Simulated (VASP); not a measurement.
# CsH (Fm-3m) in VASP: notebook

CsH is run at these levels: r2SCAN; tasks: single point.

Program: VASP 6.6.1. These are calculated values, not measurements. Logs are shortened: lines on timing, memory, paths and dates and some standing lists are left out, and cuts for length are marked.

## (1) The cell of the first run

Symmetry: Fm-3m, No. 225, cubic system. The conventional cell has a = 5.858 Å, b = 5.858 Å, c = 5.858 Å, α = 90.00°, β = 90.00°, γ = 90.00°. Within 3.9 Å of Cs (site symmetry m-3m) lie 6 H at 2.93 Å. H (site symmetry m-3m) has 6 Cs at 2.93 Å within 3.9 Å.

## (2) Single point, r2SCAN

Input file POSCAR:

```
CsH
1.0
    0.0000000000      2.9289582672      2.9289582672
    2.9289582672      0.0000000000      2.9289582672
    2.9289582672      2.9289582672      0.0000000000
Cs H
1 1
Direct
    0.0000000000      0.0000000000      0.0000000000
    0.5000000000      0.5000000000      0.5000000000
```

Input file INCAR.step1:

```
SYSTEM = CsH
ALGO = Normal
EDIFF = 1E-4
ENCUT = 520
GGA = PE
ISMEAR = 0
LASPH = .True.
LCHARG = .False.
LREAL = .False.
LWAVE = .True.
NBANDS = 12
NELM = 60
PREC = Accurate
SIGMA = 0.02
```

Input file INCAR.step2:

```
SYSTEM = CsH
ALGO = Normal
EDIFF = 1E-6
ENCUT = 520
ISIF = 2
ISMEAR = 0
ISTART = 1
LASPH = .True.
LCHARG = .True.
LELF = .True.
LMIXTAU = .True.
LREAL = .False.
LVHAR = .True.
LWAVE = .False.
METAGGA = R2SCAN
NBANDS = 12
NELM = 60
PREC = Accurate
SIGMA = 0.02
```

Input file KPOINTS:

```
k-points
0
Gamma
  8 8 8
  0 0 0
```

Potentials or basis: VASP PAW PBE potentials, release 64 (Cs_sv, H).

Run with:

```sh
$ cat potpaw_PBE.64/Cs_sv/POTCAR potpaw_PBE.64/H/POTCAR > POTCAR
$ cp INCAR.step1 INCAR
$ mpirun -np 1 vasp_std > vasp.out
$ cp INCAR.step2 INCAR
$ mpirun -np 1 vasp_std > vasp.out
```

OUTCAR:

```text
SYSTEM = CsH
   EDIFF = 1E-6
   ENCUT = 520
   ISIF = 2
   ISMEAR = 0
   ISTART = 1
   LASPH = .True.
   LREAL = .False.
   METAGGA = R2SCAN
   NELM = 60
   PREC = Accurate

 ion  position               nearest neighbor table
   1  0.000  0.000  0.000-
   2  0.500  0.500  0.500-

  LATTYP: Found a face centered cubic cell.
 ALAT       =     5.8579165344

  Lattice vectors:

 A1 = (   0.0000000000,   2.9289582672,   2.9289582672)
 A2 = (   2.9289582672,   0.0000000000,   2.9289582672)
 A3 = (   2.9289582672,   2.9289582672,   0.0000000000)

Analysis of symmetry for initial positions (statically):
=====================================================================
 Subroutine PRICEL returns:
 Original cell was already a primitive cell.

 Routine SETGRP: Setting up the symmetry group for a
 face centered cubic supercell.

 Subroutine GETGRP returns: Found 48 space group operations
 (whereof 48 operations were pure point group operations)
 out of a pool of 48 trial point group operations.

The static configuration has the point symmetry O_h .

Analysis of symmetry for dynamics (positions and initial velocities):
=====================================================================
 Subroutine PRICEL returns:
 Original cell was already a primitive cell.

 Routine SETGRP: Setting up the symmetry group for a
 face centered cubic supercell.

 Subroutine GETGRP returns: Found 48 space group operations
 (whereof 48 operations were pure point group operations)
 out of a pool of 48 trial point group operations.

The dynamic configuration has the point symmetry O_h .

 Subroutine INISYM returns: Found 48 space group operations
 (whereof 48 operations are pure point group operations),
 and found     1 'primitive' translations

----------------------------------------------------------------------------------------

                                     Primitive cell

  volume of cell :      50.2539

  direct lattice vectors                    reciprocal lattice vectors
     0.000000000  2.928958267  2.928958267    -0.170709158  0.170709158  0.170709158
     2.928958267  0.000000000  2.928958267     0.170709158 -0.170709158  0.170709158
     2.928958267  2.928958267  0.000000000     0.170709158  0.170709158 -0.170709158

  length of vectors
     4.142172505  4.142172505  4.142172505     0.295676935  0.295676935  0.295676935

  position of ions in fractional coordinates (direct lattice)
     0.000000000  0.000000000  0.000000000
     0.500000000  0.500000000  0.500000000

  ion indices of the primitive-cell ions
   primitive index   ion index
                 1           1
                 2           2

----------------------------------------------------------------------------------------

 KPOINTS: k-points

Automatic generation of k-mesh.
 Grid dimensions read from file:
 generate k-points for:    8    8    8

 Generating k-lattice:

  Cartesian coordinates                     Fractional coordinates (reciprocal lattice)
    -0.021338645  0.021338645  0.021338645     0.125000000  0.000000000  0.000000000
     0.021338645 -0.021338645  0.021338645     0.000000000  0.125000000  0.000000000
     0.021338645  0.021338645 -0.021338645     0.000000000  0.000000000  0.125000000

  Length of vectors
     0.036959617  0.036959617  0.036959617

  Shift w.r.t. Gamma in fractional coordinates (k-lattice)
     0.000000000  0.000000000  0.000000000

 Subroutine IBZKPT returns following result:
 ===========================================

 Found     29 irreducible k-points:

 Following reciprocal coordinates:
            Coordinates               Weight
  0.000000  0.000000  0.000000      1.000000
  0.125000  0.000000  0.000000      8.000000
  0.250000  0.000000  0.000000      8.000000
  0.375000  0.000000  0.000000      8.000000
  0.500000  0.000000  0.000000      4.000000
  0.125000  0.125000  0.000000      6.000000
[... 16 lines left out ...]
  0.500000  0.250000  0.125000     48.000000
 -0.375000  0.250000  0.125000     24.000000
 [... further k-points ...]
   k-points           NKPTS =     29   k-points in BZ     NKDIM =     29   number of bands    NBANDS=     12
   number of dos      NEDOS =    301   number of ions     NIONS =      2
   total plane-waves  NPLWV =  32768
   dimension x,y,z NGX =    32 NGY =   32 NGZ =   32
   dimension x,y,z NGXF=    64 NGYF=   64 NGZF=   64
   ions per type =               1   1
   NGX,Y,Z   is equivalent  to a cutoff of  12.84, 12.84, 12.84 a.u.
   NGXF,Y,Z  is equivalent  to a cutoff of  25.69, 25.69, 25.69 a.u.
 SYSTEM =  CsH
   PREC   = accura    normal or accurate (medium, high low for compatibility)
   ISTART =      1    job   : 0-new  1-cont  2-samecut
   ICHARG =      0    charge: 1-file 2-atom 10-const
   ISPIN  =      1    spin polarized calculation?
   LNONCOLLINEAR =      F non collinear calculations
   LSORBIT =      F    spin-orbit coupling
   LASPH  =      T    aspherical Exc in radial PAW
   ENCUT  =  520.0 eV  38.22 Ry    6.18 a.u.   7.70  7.70  7.70*2*pi/ulx,y,z
   NELM   =     60;   NELMIN=  2; NELMDL=  0     # of ELM steps
   EDIFF  = 0.1E-05   stopping-criterion for ELM
   LREAL  =      F    real-space projection
   EDIFFG = 0.1E-04   stopping-criterion for IOM
   NSW    =      0    number of steps for IOM
   IBRION =     -1    ionic relax: 0-MD 1-quasi-New 2-CG
   NFREE  =      0    steps in history (QN), initial steepest desc. (CG)
   ISIF   =      2    stress and relaxation
   ISYM   =      2    0-nonsym 1-usesym 2-fastsym
   POTIM  = 0.5000    time-step for ionic-motion
   TEBEG  =    0.0;   TEEND  =   0.0 temperature during run
   PSTRESS=    0.0 pullay stress
   NELECT =      10.0000    total number of electrons
   NUPDOWN=      -1.0000    fix difference up-down
   EMIN   =  10.00;   EMAX   =-10.00  energy-range for DOS
   EFERMI =   0.00;   METHOD = LEGACY
   ISMEAR =     0;   SIGMA  =   0.02  broadening in eV -4-tet -1-fermi 0-gaus
   EFERMI_NEDOS =   21; number of points for ismear=-14 and -15
   IALGO  =     38    algorithm
   IMIX   =      4    mixing-type and parameters
     AMIX     =   0.40;   BMIX     =  1.00
     AMIX_MAG =   1.60;   BMIX_MAG =  1.00
  volume/ion in A,a.u.               =      25.13       169.56
  Fermi-wavevector in a.u.,A,eV,Ry     =   0.955766  1.806136 12.428772  0.913489
  Thomas-Fermi vector in A             =   2.084634
   LORBIT       =      0    0 simple, 1 ext, 2 COOP (PROOUT), +10 PAW based schemes
   METAGGA = R2SCAN    functional components
   LHFCALC =     F    Hartree Fock is set to
   AEXX    =    0.0000 exact exchange contribution
   IVDW    =     0    specifies the selected vdW correction
   LEPSILON=     F    determine dielectric tensor
   LRPA    =     F    only Hartree local field effects (RPA)
 non-spin polarized calculation
 Gauss-broadening in eV      SIGMA  =   0.02
  energy-cutoff  :      520.00
  volume of cell :       50.25
 maximum number of plane-waves:      1366
   NGX = 15   NGY = 15   NGZ = 15

 number of electron       9.9999999 magnetization

 Free energy of the ion-electron system (eV)
  ---------------------------------------------------
  ext. energy  EPLUGINS =         0.00000000
  ---------------------------------------------------
  free energy    TOTEN  =       -28.82897866 eV

  energy without entropy =      -28.82897866  energy(sigma->0) =      -28.82897866

 E-fermi :   1.4571     XC(G=0):  -8.6318

 val. band max:        1.3457694106   @ k =   0.5000   0.0000   0.0000
 cond. band min:       3.5989811616   @ k =   0.5000   0.0000   0.0000
 fundamental gap:      2.2532117510
 Fermi energy:         1.4570608867

 k-point     1 :       0.0000    0.0000    0.0000
  band No.  band energies     occupation
      1     -21.0434      2.00000
      2      -6.7379      2.00000
      3      -6.7379      2.00000
      4      -6.7379      2.00000
      5      -0.8666      2.00000
      6       6.8887      0.00000
      7       6.8887      0.00000
      8       6.8887      0.00000
      9       8.6455      0.00000
     10       9.3206      0.00000
     11       9.3206      0.00000
     12      10.7928      0.00000

 k-point     2 :       0.1250    0.0000    0.0000
  band No.  band energies     occupation
      1     -21.0124      2.00000
      2      -7.0402      2.00000
      3      -6.7649      2.00000
      4      -6.7649      2.00000
      5      -0.5089      2.00000
      6       6.3217      0.00000
      7       7.0464      0.00000
      8       7.0464      0.00000
      9       8.2584      0.00000
     10       8.8511      0.00000
     11       8.8511      0.00000
     12      11.7140      0.00000

 k-point     3 :       0.2500    0.0000    0.0000
  band No.  band energies     occupation
      1     -20.9359      2.00000
      2      -7.6691      2.00000
      3      -6.8287      2.00000
      4      -6.8287      2.00000
      5       0.2626      2.00000
      6       5.1382      0.00000
      7       6.9709      0.00000
      8       6.9709      0.00000
      9       8.3156      0.00000
     10       8.9231      0.00000
     11       8.9231      0.00000
     12      13.7622      0.00000

 k-point     4 :       0.3750    0.0000    0.0000
  band No.  band energies     occupation
      1     -20.8571      2.00000
      2      -8.2069      2.00000
      3      -6.8906      2.00000
      4      -6.8906      2.00000
      5       0.9997      2.00000
      6       4.0721      0.00000
      7       6.5355      0.00000
      8       6.5355      0.00000
      9       9.1988      0.00000
     10      10.0933      0.00000
     11      10.0933      0.00000
     12      14.8700      0.00000

 k-point     5 :       0.5000    0.0000    0.0000
  band No.  band energies     occupation
      1     -20.8237      2.00000
      2      -8.4115      2.00000
      3      -6.9157      2.00000
      4      -6.9157      2.00000
      5       1.3458      2.00000
      6       3.5990      0.00000
      7       6.3499      0.00000
      8       6.3499      0.00000
      9      10.0479      0.00000
     10      11.0281      0.00000
     11      11.0281      0.00000
     12      13.4577      0.00000
[... 228 lines left out ...]
      1     -20.7553      2.00000
      2      -8.1297      2.00000
      3      -7.2704      2.00000
      4      -7.2704      2.00000
      5      -0.7093      2.00000
      6       4.1633      0.00000
      7       8.6581      0.00000
      8      11.1905      0.00000
      9      11.2515      0.00000
     10      11.4545      0.00000
     11      11.4545      0.00000
     12      11.7104      0.00000

 k-point    22 :       0.3750    0.2500    0.1250
  band No.  band energies     occupation
      1     -20.8790      2.00000
      2      -7.7791      2.00000
      3      -7.1302      2.00000
      4      -6.9232      2.00000
      5       0.3294      2.00000
      6       5.3847      0.00000
      7       5.6594      0.00000
      8       7.6971      0.00000
      9       8.2302      0.00000
     10      10.0071      0.00000
     11      10.6840      0.00000
     12      13.6695      0.00000

 k-point    23 :       0.5000    0.2500    0.1250
  band No.  band energies     occupation
      1     -20.8156      2.00000
      2      -8.0531      2.00000
      3      -7.2973      2.00000
      4      -7.0112      2.00000
      5       0.5366      2.00000
      6       4.8781      0.00000
      7       5.9610      0.00000
      8       7.4059      0.00000
      9       9.1330      0.00000
     10      10.5292      0.00000
     11      11.9529      0.00000
     12      13.3049      0.00000

 k-point    24 :      -0.3750    0.2500    0.1250
  band No.  band energies     occupation
      1     -20.7889      2.00000
      2      -8.1677      2.00000
      3      -7.3471      2.00000
      4      -7.0607      2.00000
      5       0.6063      2.00000
      6       4.6296      0.00000
      7       6.3511      0.00000
      8       7.2730      0.00000
      9       9.9239      0.00000
     10      10.1839      0.00000
     11      12.4290      0.00000
     12      12.6616      0.00000

 [... further k-points ...]

------------------------ aborting loop because EDIFF is reached ----------------------------------------

  FORCE on cell =-STRESS in cart. coord.  units (eV):
  Direction    XX          YY          ZZ          XY          YZ          ZX
  --------------------------------------------------------------------------------------
  -------------------------------------------------------------------------------------
  Total        1.3036192      1.3036192      1.3036192      0.0000000      0.0000000      0.0000000
  in kB       41.5615542     41.5615542     41.5615542      0.0000000      0.0000000      0.0000000
  external PRESSURE =      41.5615542 kB  Pullay stress =       0.0000000 kB

 VOLUME and BASIS-vectors are now :
 -----------------------------------------------------------------------------
  energy-cutoff  :      520.00
  volume of cell :       50.25
      direct lattice vectors                 reciprocal lattice vectors
     0.000000000  2.928958267  2.928958267    -0.170709158  0.170709158  0.170709158
     2.928958267  0.000000000  2.928958267     0.170709158 -0.170709158  0.170709158
     2.928958267  2.928958267  0.000000000     0.170709158  0.170709158 -0.170709158

 POSITION                                       TOTAL-FORCE (eV/Angst)
 -----------------------------------------------------------------------------------
      0.00000      0.00000      0.00000        -0.000000     -0.000000     -0.000000
      2.92896      2.92896      2.92896         0.000000      0.000000      0.000000
 -----------------------------------------------------------------------------------
    total drift:                                0.000000     -0.000000     -0.000000

  FREE ENERGIE OF THE ION-ELECTRON SYSTEM (eV)
  ---------------------------------------------------
  free  energy   TOTEN  =       -28.8289786567 eV

  energy  without entropy=      -28.8289786567  energy(sigma->0) =      -28.82897866
```

Run time: 76 s. Hardware: 1 thread of Intel Xeon Platinum 8375C at 2.90GHz (Ice Lake), shared host; peak memory 0.19 GiB.

Results:

- Free energy: -28.8290 eV
- Pressure: 4.2 GPa
- Band gap on the k mesh: 2.25 eV

Caveat: the cell stands under pressure; the PAW data sets were made with another functional, which shifts forces and pressure a little; spin-orbit coupling is left out, which moves the levels of the heavy elements. r2SCAN opens gaps a little over a GGA but as a rule still falls short of measured ones.

## (3) Single point, r2SCAN

This run uses another cell than the first one, of 16.18 Å³/atom.

Input file POSCAR:

```
CsH
1.0
    0.0000000000      2.5295166001      2.5295166001
    2.5295166001      0.0000000000      2.5295166001
    2.5295166001      2.5295166001      0.0000000000
Cs H
1 1
Direct
    0.0000000000      0.0000000000      0.0000000000
    0.5000000000      0.5000000000      0.5000000000
```

Input file INCAR.step1:

```
SYSTEM = CsH
ALGO = Normal ; EDIFF = 1E-4
ENCUT = 520 ; GGA = PE
ISMEAR = 0 ; LASPH = .TRUE.
LCHARG = .FALSE. ; LREAL = .FALSE.
LWAVE = .TRUE. ; NBANDS = 12
NELM = 80 ; PREC = Accurate
SIGMA = 0.02
```

Input file INCAR.step2:

```
SYSTEM = CsH
ALGO = Normal ; EDIFF = 1E-7
ENCUT = 520 ; ISIF = 2
ISMEAR = 0 ; ISTART = 1
LASPH = .TRUE. ; LCHARG = .TRUE.
LELF = .TRUE. ; LMIXTAU = .TRUE.
LREAL = .FALSE. ; LVHAR = .TRUE.
LWAVE = .FALSE. ; METAGGA = R2SCAN
NBANDS = 12 ; NELM = 80
PREC = Accurate ; SIGMA = 0.02
```

Input file KPOINTS:

```
k-points
0
G
  10 10 10
  0 0 0
```

Potentials or basis: VASP PAW PBE potentials, release 64 (Cs_sv, H).

Run with:

```sh
$ cat potpaw_PBE.64/Cs_sv/POTCAR potpaw_PBE.64/H/POTCAR > POTCAR
$ cp INCAR.step1 INCAR
$ mpirun -np 1 vasp_std > vasp.out
$ cp INCAR.step2 INCAR
$ mpirun -np 1 vasp_std > vasp.out
```

OUTCAR:

```text
SYSTEM = CsH
   EDIFF = 1E-7
   ENCUT = 520
   ISIF = 2
   ISMEAR = 0
   ISTART = 1
   LASPH = .TRUE.
   LREAL = .FALSE.
   METAGGA = R2SCAN
   NELM = 80
   PREC = Accurate

 ion  position               nearest neighbor table
   1  0.000  0.000  0.000-
   2  0.500  0.500  0.500-

  LATTYP: Found a face centered cubic cell.
 ALAT       =     5.0590332002

  Lattice vectors:

 A1 = (   0.0000000000,   2.5295166001,   2.5295166001)
[... 535 lines left out ...]
      5       1.7994      2.00000
      6       6.6959      0.00000
      7      12.2371      0.00000
      8      13.2280      0.00000
      9      14.2736      0.00000
     10      16.3860      0.00000
     11      16.9008      0.00000
     12      20.7385      0.00000

 [... further k-points ...]
[... 5 lines left out ...]
  --------------------------------------------------------------------------------------
  -------------------------------------------------------------------------------------
  Total        5.3361021      5.3361021      5.3361021     -0.0000000     -0.0000000      0.0000000
  in kB      264.1144237    264.1144237    264.1144237     -0.0000000     -0.0000000      0.0000000
  external PRESSURE =     264.1144237 kB  Pullay stress =       0.0000000 kB

 VOLUME and BASIS-vectors are now :
 -----------------------------------------------------------------------------
  energy-cutoff  :      520.00
  volume of cell :       32.37
      direct lattice vectors                 reciprocal lattice vectors
     0.000000000  2.529516600  2.529516600    -0.197666226  0.197666226  0.197666226
     2.529516600  0.000000000  2.529516600     0.197666226 -0.197666226  0.197666226
     2.529516600  2.529516600  0.000000000     0.197666226  0.197666226 -0.197666226

 POSITION                                       TOTAL-FORCE (eV/Angst)
 -----------------------------------------------------------------------------------
      0.00000      0.00000      0.00000        -0.000000     -0.000000     -0.000000
      2.52952      2.52952      2.52952         0.000000      0.000000      0.000000
 -----------------------------------------------------------------------------------
    total drift:                               -0.000000      0.000000      0.000000

  FREE ENERGIE OF THE ION-ELECTRON SYSTEM (eV)
  ---------------------------------------------------
  free  energy   TOTEN  =       -27.4706898930 eV

  energy  without entropy=      -27.4706898930  energy(sigma->0) =      -27.47068989
```

Wall time 1.9 min (1 thread of Intel Xeon Platinum 8375C at 2.90GHz (Ice Lake), shared host); peak memory 0.17 GiB.

What came out:

| Item | Value |
| --- | --- |
| Free energy | -27.4707 eV |
| Pressure | 26.4 GPa |
| Band gap on the k mesh | 0.83 eV (least direct gap 1.21 eV) |

Levels at points of the mesh, in eV from the valence-band top:
```csv
k point,band 3,band 4,band 5,band 6,band 7,band 8
"(0.00, 0.00, 0.00)",-8.09,-8.09,-2.96,4.84,4.84,4.84
"(0.50, 0.00, 0.00)",-8.58,-8.58,0.00,1.21,4.02,4.02
"(0.50, 0.50, 0.00)",-9.59,-9.59,-4.52,0.83,10.82,11.65
```

Caveat: the cell stands under pressure; the PAW data sets were made with another functional, which shifts forces and pressure a little; spin-orbit coupling is left out, which moves the levels of the heavy elements. A k mesh can miss the band edges.

[end of part 1 of 2]

The gap in the log of VASP goes by the Fermi energy; the results here count the filled bands.